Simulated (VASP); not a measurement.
# Zn (Fm-3m) in VASP: a series of runs

Zn is run at these levels: PBE; tasks: single point, relaxation of cell and atoms.

Program: VASP 6.6.1. These are calculated values, not measurements. Logs are shortened: lines on timing, memory, paths and dates and some standing lists are left out, and cuts for length are marked.

## Step 1: The cell of the first run

It takes space group Fm-3m (No. 225, cubic). Conventional cell: a = 3.829 Å, b = 3.829 Å, c = 3.829 Å, α = 90.00°, β = 90.00°, γ = 90.00°. Within 3.6 Å of Zn (site symmetry m-3m) lie 12 Zn at 2.71 Å.

## Step 2: Single point, PBE

File INCAR:

```
PREC = Accurate
ENCUT = 520
EDIFF = 1E-6
ISMEAR = -1
SIGMA = 0.1
LREAL = False
LASPH = True
NELM = 80
ALGO = Normal
ISIF = 2
LWAVE = False
LCHARG = False
GGA = PE
NBANDS = 12
```

File KPOINTS:

```
regular mesh
0
Gamma
  17 17 17
```

File POSCAR:

```
Zn
1.0
    0.0000000000      1.9144015464      1.9144015464
    1.9144015464      0.0000000000      1.9144015464
    1.9144015464      1.9144015464      0.0000000000
Zn
1
Direct
    0.0000000000      0.0000000000      0.0000000000
```

Potentials or basis: VASP PAW PBE potentials, release 64 (Zn).

The run is started by

```bash
$ cat potpaw_PBE.64/Zn/POTCAR > POTCAR
$ mpirun -np 1 vasp_std > vasp.out
```

OUTCAR:

```text
PREC = Accurate
   ENCUT = 520
   EDIFF = 1E-6
   ISMEAR = -1
   LREAL = False
   LASPH = True
   NELM = 80
   ISIF = 2
   GGA = PE

 ion  position               nearest neighbor table
   1  0.000  0.000  0.000-

  LATTYP: Found a face centered cubic cell.
 ALAT       =     3.8288030928

  Lattice vectors:

 A1 = (   0.0000000000,   1.9144015464,   1.9144015464)
 A2 = (   1.9144015464,   0.0000000000,   1.9144015464)
 A3 = (   1.9144015464,   1.9144015464,   0.0000000000)

Analysis of symmetry for initial positions (statically):
=====================================================================
 Subroutine PRICEL returns:
 Original cell was already a primitive cell.

 Routine SETGRP: Setting up the symmetry group for a
 face centered cubic supercell.

 Subroutine GETGRP returns: Found 48 space group operations
 (whereof 48 operations were pure point group operations)
 out of a pool of 48 trial point group operations.

The static configuration has the point symmetry O_h .

Analysis of symmetry for dynamics (positions and initial velocities):
=====================================================================
 Subroutine PRICEL returns:
 Original cell was already a primitive cell.

 Routine SETGRP: Setting up the symmetry group for a
 face centered cubic supercell.

 Subroutine GETGRP returns: Found 48 space group operations
 (whereof 48 operations were pure point group operations)
 out of a pool of 48 trial point group operations.

The dynamic configuration has the point symmetry O_h .

 Subroutine INISYM returns: Found 48 space group operations
 (whereof 48 operations are pure point group operations),
 and found     1 'primitive' translations

----------------------------------------------------------------------------------------

                                     Primitive cell

  volume of cell :      14.0323

  direct lattice vectors                    reciprocal lattice vectors
     0.000000000  1.914401546  1.914401546    -0.261178226  0.261178226  0.261178226
     1.914401546  0.000000000  1.914401546     0.261178226 -0.261178226  0.261178226
     1.914401546  1.914401546  0.000000000     0.261178226  0.261178226 -0.261178226

  length of vectors
     2.707372631  2.707372631  2.707372631     0.452373957  0.452373957  0.452373957

  position of ions in fractional coordinates (direct lattice)
[... 82 lines left out ...]
   NFREE  =      0    steps in history (QN), initial steepest desc. (CG)
   ISIF   =      2    stress and relaxation
   ISYM   =      2    0-nonsym 1-usesym 2-fastsym
   POTIM  = 0.5000    time-step for ionic-motion
   TEBEG  =    0.0;   TEEND  =   0.0 temperature during run
   PSTRESS=    0.0 pullay stress
   NELECT =      12.0000    total number of electrons
   NUPDOWN=      -1.0000    fix difference up-down
   EMIN   =  10.00;   EMAX   =-10.00  energy-range for DOS
   EFERMI =   0.00;   METHOD = LEGACY
   ISMEAR =    -1;   SIGMA  =   0.10  broadening in eV -4-tet -1-fermi 0-gaus
   EFERMI_NEDOS =   21; number of points for ismear=-14 and -15
   IALGO  =     38    algorithm
   IMIX   =      4    mixing-type and parameters
     AMIX     =   0.40;   BMIX     =  1.00
     AMIX_MAG =   1.60;   BMIX_MAG =  1.00
  volume/ion in A,a.u.               =      14.03        94.69
  Fermi-wavevector in a.u.,A,eV,Ry     =   1.553909  2.936462 32.853073  2.414633
  Thomas-Fermi vector in A             =   2.658072
   LORBIT       =      0    0 simple, 1 ext, 2 COOP (PROOUT), +10 PAW based schemes
   GGA     = PE    functional components
   LHFCALC =     F    Hartree Fock is set to
   AEXX    =    0.0000 exact exchange contribution
   IVDW    =     0    specifies the selected vdW correction
   LEPSILON=     F    determine dielectric tensor
   LRPA    =     F    only Hartree local field effects (RPA)
 non-spin polarized calculation
  energy-cutoff  :      520.00
  volume of cell :       14.03
 maximum number of plane-waves:       388
   NGX =  9   NGY =  9   NGZ =  9

 number of electron      12.0000014 magnetization

 Free energy of the ion-electron system (eV)
  ---------------------------------------------------
  ext. energy  EPLUGINS =         0.00000000
  ---------------------------------------------------
  free energy    TOTEN  =        -1.06712172 eV

  energy without entropy =       -1.05706030  energy(sigma->0) =       -1.06209101

 E-fermi :   3.6862     XC(G=0): -11.9911

 val. band max:        3.6829038209   @ k =  -0.4118   0.1176   0.0000
 cond. band min:       3.7239632129   @ k =  -0.4118   0.2353   0.1176
 fundamental gap:      0.0410593920
 Fermi energy:         3.6862446120

 k-point     1 :       0.0000    0.0000    0.0000
  band No.  band energies     occupation
      1      -7.3356      2.00000
      2      -4.1773      2.00000
      3      -4.1773      2.00000
      4      -4.1773      2.00000
      5      -3.7376      2.00000
      6      -3.7376      2.00000
      7      23.0418      0.00000
      8      23.0418      0.00000
      9      23.0418      0.00000
     10      23.1456      0.00000
     11      25.7154      0.00000
     12      25.7154      0.00000
[... 331 lines left out ...]
 k-point    24 :      -0.1176    0.0588    0.0000
  band No.  band energies     occupation
      1      -6.6513      2.00000
      2      -4.2417      2.00000
      3      -4.1041      2.00000
      4      -4.0927      2.00000
      5      -3.7881      2.00000
      6      -3.7098      2.00000
      7      16.9500      0.00000
      8      19.2263      0.00000
      9      23.2278      0.00000
     10      23.6401      0.00000
     11      26.7293      0.00000
     12      27.2236      0.00000

 [... further k-points ...]

------------------------ aborting loop because EDIFF is reached ----------------------------------------

  FORCE on cell =-STRESS in cart. coord.  units (eV):
  Direction    XX          YY          ZZ          XY          YZ          ZX
  --------------------------------------------------------------------------------------
  -------------------------------------------------------------------------------------
  Total        0.6327091      0.6327091      0.6327091     -0.0000000     -0.0000000      0.0000000
  in kB       72.2412996     72.2412996     72.2412996     -0.0000000     -0.0000000      0.0000000
  external PRESSURE =      72.2412996 kB  Pullay stress =       0.0000000 kB

 VOLUME and BASIS-vectors are now :
 -----------------------------------------------------------------------------
  energy-cutoff  :      520.00
  volume of cell :       14.03
      direct lattice vectors                 reciprocal lattice vectors
     0.000000000  1.914401546  1.914401546    -0.261178226  0.261178226  0.261178226
     1.914401546  0.000000000  1.914401546     0.261178226 -0.261178226  0.261178226
     1.914401546  1.914401546  0.000000000     0.261178226  0.261178226 -0.261178226

 POSITION                                       TOTAL-FORCE (eV/Angst)
 -----------------------------------------------------------------------------------
      0.00000      0.00000      0.00000        -0.000000      0.000000     -0.000000
 -----------------------------------------------------------------------------------
    total drift:                                0.000000      0.000000      0.000000

  FREE ENERGIE OF THE ION-ELECTRON SYSTEM (eV)
  ---------------------------------------------------
  free  energy   TOTEN  =        -1.0671217229 eV

  energy  without entropy=       -1.0570603007  energy(sigma->0) =       -1.06209101
```

OSZICAR:

```text
N       E                     dE             d eps       ncg     rms          rms(c)
DAV:   1     0.406961403981E+02    0.40696E+02   -0.66136E+03  4128   0.163E+03
DAV:   2    -0.469267347614E-01   -0.40743E+02   -0.38418E+02  4064   0.213E+02
DAV:   3    -0.118519480927E+01   -0.11383E+01   -0.11365E+01  4644   0.351E+01
DAV:   4    -0.118752750384E+01   -0.23327E-02   -0.23326E-02  4388   0.152E+00
DAV:   5    -0.118752899973E+01   -0.14959E-05   -0.14961E-05  4640   0.378E-02    0.337E+00
DAV:   6    -0.107614556372E+01    0.11138E+00   -0.59776E-01  4740   0.157E+01    0.246E+00
DAV:   7    -0.106984554121E+01    0.63000E-02   -0.11106E-02  4340   0.208E+00    0.125E+00
DAV:   8    -0.106711958454E+01    0.27260E-02   -0.11579E-03  4832   0.506E-01    0.326E-02
DAV:   9    -0.106712254466E+01   -0.29601E-05   -0.10554E-04  5556   0.152E-01    0.247E-02
DAV:  10    -0.106712172288E+01    0.82177E-06   -0.80763E-06  4236   0.468E-02
   1 F= -.10671217E+01 E0= -.10620910E+01  d E =-.100614E-01
```

stdout:

```text
POSCAR found type information on POSCAR Zn
 POSCAR found :  1 types and       1 ions
 scaLAPACK will be used
 LDA part: xc-table for (Slater+PW92), standard interpolation
 POSCAR, INCAR and KPOINTS ok, starting setup
 FFT: planning ... GRIDC
 FFT: planning ... GRID_SOFT
 FFT: planning ... GRID
 WAVECAR not read
 entering main loop
```

Wall time 10 s (1 thread of Intel Xeon 6975P-C (Granite Rapids), shared host); peak memory 0.14 GiB.

What came out:

| Item | Value |
| --- | --- |
| Free energy | -1.0671 eV |
| Pressure | 7.2 GPa |
| Band gap on the k mesh | zero (band 6 reaches 5.00 eV, above the bottom of band 7 at 2.53 eV) |

Levels at points of the mesh, in eV from the Fermi level:
```csv
k point,band 3,band 4,band 5,band 6,band 7,band 8,band 9,band 10
"(0.00, 0.00, 0.00)",-7.86,-7.86,-7.42,-7.42,19.36,19.36,19.36,19.46
```

## Step 3: Relaxation of cell and atoms, PBE, target pressure 6.7 GPa, at which the enthalpy is minimised

File INCAR:

```
PREC = Accurate
ENCUT = 600
EDIFF = 1E-7
ISMEAR = -1
SIGMA = 0.1
LREAL = F
LASPH = T
NELM = 60
ALGO = Normal
ISIF = 3
LWAVE = F
LCHARG = F
GGA = PE
IBRION = 2
NSW = 60
EDIFFG = -0.005
PSTRESS = 67.0
```

KPOINTS is that of step 2.

POSCAR is that of step 2.

Potentials or basis: VASP PAW PBE potentials, release 64 (Zn).

The run is started by

```bash
$ cat potpaw_PBE.64/Zn/POTCAR > POTCAR
$ mpirun -np 1 vasp_std > vasp.out
```

It took 22 s on 1 thread of Intel Xeon 6975P-C (Granite Rapids), shared host; peak memory 0.16 GiB.

Results (log left out):

| Item | Value |
| --- | --- |
| Free energy | -1.0690 eV |
| Relaxed volume | 14.08 Å³/atom |
| Relaxed cell | a = 2.711 Å, b = 2.711 Å, c = 2.711 Å, α = 60.00°, β = 60.00°, γ = 60.00° |
| Space group after relaxing (to 0.05 Å) | Fm-3m (No. 225) |
| Energy change on relaxing (the enthalpy is what falls) | -2.1 meV/atom |
| Ionic steps | 3 |
| Pressure after relaxing | 6.7 GPa |
| Band gap on the k mesh | zero (band 6 reaches 4.97 eV, above the bottom of band 7 at 2.49 eV) |

The path:
```
step  energy change (eV)  largest force (eV/Å)  pressure (GPa)  volume (Å³)
   1              0.0000                0.0000            7.08        14.03
   2             -0.0029                0.0000            6.59        14.10
   3             -0.0021                0.0000            6.71        14.08
```

Final structure:
```yaml
crystal:
  lattice:
    - [0.00000, 1.91663, 1.91663]
    - [1.91663, 0.00000, 1.91663]
    - [1.91663, 1.91663, 0.00000]
  atoms:
    - { symbol: Zn, position: [0.00000, 0.00000, 0.00000] }
```

Levels at points of the mesh, in eV from the Fermi level:
| k point | band 4 | band 5 | band 6 | band 7 | band 8 | band 9 |
| --- | --- | --- | --- | --- | --- | --- |
| (0.00, 0.00, 0.00) | -7.85 | -7.41 | -7.41 | 19.31 | 19.31 | 19.31 |

Caveat: the cell is relaxed towards a set pressure, so the enthalpy falls and the energy may rise.
